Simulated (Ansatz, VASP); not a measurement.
## CsTaB: VASP beside Ansatz

```
CELL_PARAMETERS angstrom
-2.07161 3.64203 3.84138
2.07161 -3.64203 3.84138
2.07161 3.64203 -3.84138
ATOMIC_POSITIONS crystal
Cs 0.00000 0.50000 0.50000
Ta 0.50000 0.00000 0.50000
B 0.50000 0.50000 0.00000
```

Alike in both runs: functional PBE; k mesh 6 × 6 × 6; occupations gaussian, width 0.1 eV; no spin polarisation.

Ansatz relaxed the structure, and its values are those at the end. VASP's run is a single point on that final structure, the one shown.

```csv
,VASP,Ansatz
version,VASP 6.6.1,Ansatz 0.2.0
potentials or method,"VASP PAW PBE potentials, release 64 (Cs_sv, Ta_pv, B), cutoff 520 eV","scalar-relativistic, plane waves, PAW"
valence electrons in the cell,23,25
```

```tsv
	VASP	Ansatz	Ansatz less VASP
gap on the k mesh at the Fermi level (eV)	none	none	-
pressure (GPa)	0.0	-0.1	-0.03
```

A gap of «none» marks a metal or a gap that the smearing closes. VASP's potentials hold 23 valence electrons a cell and Ansatz's 25, so a difference there can come from the potentials and not from the codes.

Neither program's run includes spin-orbit coupling.
